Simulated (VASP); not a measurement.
Here is a VASP 6.6.1 calculation.

Contents of POSCAR:

```
Ir
1.0
    2.7513778946      0.0000000000      0.0000000000
   -1.3756889473      2.3827631521      0.0000000000
    0.0000000000      0.0000000000      4.4622900000
Ir
2
Direct
    0.6666666667      0.3333333333      0.7500000000
    0.3333333333      0.6666666667      0.2500000000
```

INCAR.step1

```
PREC     = Accurate       # precision mode
ENCUT    = 520            # plane-wave cutoff, eV
ISMEAR   = -1             # smearing method
SIGMA    = 0.08           # smearing width, eV
LREAL    = False          # projectors in reciprocal space
LASPH    = True           # aspherical terms in the spheres
NELM     = 150            # most SCF steps
ISPIN    = 2              # spin polarisation
MAGMOM   = 0.35 0.35      # initial moments
NUPDOWN  = 0.7            # fixed moment
LMAXMIX  = 4              # l up to which the mixer works
NBANDS   = 20             # bands
GGA      = PE             # functional
ALGO     = Normal         # electronic algorithm
EDIFF    = 1E-4           # SCF threshold, eV
LWAVE    = True           # write WAVECAR
LCHARG   = False          # write CHGCAR
```

File INCAR.step2:

```
PREC     = Accurate       # precision mode
ENCUT    = 520            # plane-wave cutoff, eV
EDIFF    = 1E-6           # SCF threshold, eV
ISMEAR   = -1             # smearing method
SIGMA    = 0.08           # smearing width, eV
LREAL    = False          # projectors in reciprocal space
LASPH    = True           # aspherical terms in the spheres
NELM     = 150            # most SCF steps
ALGO     = Normal         # electronic algorithm
ISIF     = 2              # what is computed and relaxed
LWAVE    = False          # write WAVECAR
LCHARG   = False          # write CHGCAR
ISPIN    = 2              # spin polarisation
MAGMOM   = 0.35 0.35      # initial moments
LORBIT   = 11             # projections on sites
NUPDOWN  = 0.7            # fixed moment
LMAXMIX  = 4              # l up to which the mixer works
METAGGA  = R2SCAN         # meta-GGA
LMIXTAU  = True         
NBANDS   = 20             # bands
ISTART   = 1
```

KPOINTS

```
regular mesh
0
Gamma
  14 14 8
```

Potentials or basis: VASP PAW PBE potentials, release 64 (Ir).

Launch:

```console
$ cat potpaw_PBE.64/Ir/POTCAR > POTCAR
$ cp INCAR.step1 INCAR
$ mpirun -np 1 vasp_std > vasp.out
$ cp INCAR.step2 INCAR
$ mpirun -np 1 vasp_std > vasp.out
```

Predict the pressure.

-5.5 GPa.

Stress tensor (GPa, compression positive):
```
-5.20  0.00  0.00
 0.00 -5.20  0.00
 0.00  0.00 -6.02
```

Caveat: the PAW data sets were made with another functional, which shifts forces and pressure a little; the total moment is fixed, so each spin has its own Fermi level.
